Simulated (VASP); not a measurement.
Wanted: the native input for a VASP 6.6.1 run.

- Task: single point
- Functional: PBE
- Potentials or basis: VASP PAW PBE potentials, release 64 (P, In_d)
- Cutoff: 520 eV
- k mesh: 5 × 5 × 5, shifted
- Occupations: fermi-dirac, width 0.0429 eV
- Spin: collinear spin, ferromagnetic start
- Starting moments: [3.0, 2.0] μB
- Dipole correction: no
- Further INCAR settings: ALGO = Normal; EDIFF = 1e-07; NBANDS = 20; ISYM = 0

The structure of InP lies in POSCAR:

```
InP
1.0
    0.0000000000      2.9646590000      2.9646590000
    2.9646590000      0.0000000000      2.9646590000
    2.9646590000      2.9646590000      0.0000000000
P In
1 1
Direct
    0.2500000000      0.2500000000      0.2500000000
    0.0000000000      0.0000000000      0.0000000000
```

The input as run:

INCAR

```
SYSTEM = InP
PREC = Accurate
ENCUT = 520
EDIFF = 1E-7
ISMEAR = -1
SIGMA = 0.0429
LREAL = .False.
LASPH = .True.
NELM = 150
ALGO = Normal
ISIF = 2
LWAVE = .False.
LCHARG = .False.
ISPIN = 2
MAGMOM = 3 2
LORBIT = 11
GGA = PE
ISYM = 0
NBANDS = 20
```

KPOINTS

```
Automatic mesh
0
Gamma
  5 5 5
  0.5 0.5 0.5
```

Potentials or basis: VASP PAW PBE potentials, release 64 (P, In_d).

Launch:

```bash
$ cat potpaw_PBE.64/P/POTCAR potpaw_PBE.64/In_d/POTCAR > POTCAR
$ mpirun -np 1 vasp_std > vasp.out
```

It gave:

- Pressure: 0.9 GPa
- Band gap on the k mesh: 1.47 eV, direct
- Net moment: 0.00 μB per cell
- Valence electrons inside the program's atomic spheres: P 2.51; In 11.45

Caveat: spin-orbit coupling is left out, which moves the levels of the heavy elements.

It took 4.9 min on 1 thread of Intel(R) Xeon(R) Platinum 8488C (Sapphire Rapids) (shared host), peak memory 0.49 GiB.
